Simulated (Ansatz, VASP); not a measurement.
# GaN: VASP beside Ansatz

The input INCAR:

```
ALGO = Normal ; EDIFF = 1E-7
EDIFFG = -0.04 ; ENCUT = 600
GGA = PE ; GGA_COMPAT = F
IBRION = 2 ; ISIF = 3
ISMEAR = 0 ; LASPH = T
LCHARG = F ; LREAL = F
LWAVE = F ; NELM = 120
NELMIN = 4 ; NSW = 90
PREC = Accurate ; SIGMA = 0.1
```

The input KPOINTS:

```
k-points
0
Gamma
  6 6 4
```

Contents of POSCAR:

```
GaN
1.0
    2.9785728500      0.0000000000      0.0000000000
   -1.4892864200      2.5795197500      0.0000000000
    0.0000000000      0.0000000000      6.5231705200
Ga N
3 3
Direct
    0.0000000000      0.5000000000      0.1666666700
    0.5000000000      0.5000000000      0.8333333300
    0.5000000000      0.0000000000      0.5000000000
    0.5000000000      0.5000000000      0.3333333300
    0.5000000000      0.0000000000      0.0000000000
    0.0000000000      0.5000000000      0.6666666700
```

Input for Ansatz:

```yaml
crystal:
  lattice:
    - [2.97857285, 0.0, 0.0]
    - [-1.48928642, 2.57951975, 0.0]
    - [0.0, 0.0, 6.52317052]
  atoms:
    - { symbol: Ga, position: [0.0, 0.5, 0.16666667] }
    - { symbol: Ga, position: [0.5, 0.5, 0.83333333] }
    - { symbol: Ga, position: [0.5, 0.0, 0.5] }
    - { symbol: "N", position: [0.5, 0.5, 0.33333333] }
    - { symbol: "N", position: [0.5, 0.0, 0.0] }
    - { symbol: "N", position: [0.0, 0.5, 0.66666667] }
basis:
  ecutwfc: 420
kpoints:
  mp_grid: { grid: [6, 6, 4] }
hamiltonian:
  xc: pbe
scf:
  occupations: { method: gaussian, width: 0.1 }
  lower_state_search: "off"
output:
  forces: true
  stress: true
  eigenvalues: true
relax:
  adjacent_minimum: "off"
  f_tol: 0.04
  max_steps: 70
  cell: { stress_tol: 0.4 }
```

Alike in both runs: task relaxation of cell and atoms; functional PBE; k mesh 6 × 6 × 4; occupations gaussian, width 0.1 eV; no spin polarisation.

```csv
,VASP,Ansatz
version,VASP 6.6.1,Ansatz 0.2.0
potentials or method,"VASP PAW PBE potentials, release 64 (Ga_d, N), cutoff 600 eV","scalar-relativistic, plane waves, PAW"
valence electrons in the cell,54,54
```

|  | VASP | Ansatz | Ansatz less VASP |
| --- | --- | --- | --- |
| gap on the k mesh at the Fermi level, each at its own relaxed structure (eV) | 1.18 | 1.20 | +0.020 |
| relaxed volume (Å³/atom) | 10.77 | 10.75 | -0.026 |
| relaxed cell length with the largest relative difference (Å) | 3.167 | 3.164 | -0.0028 |

Noted on VASP's run: the volume moved by over 15 % at a fixed basis, so the end points are rough.
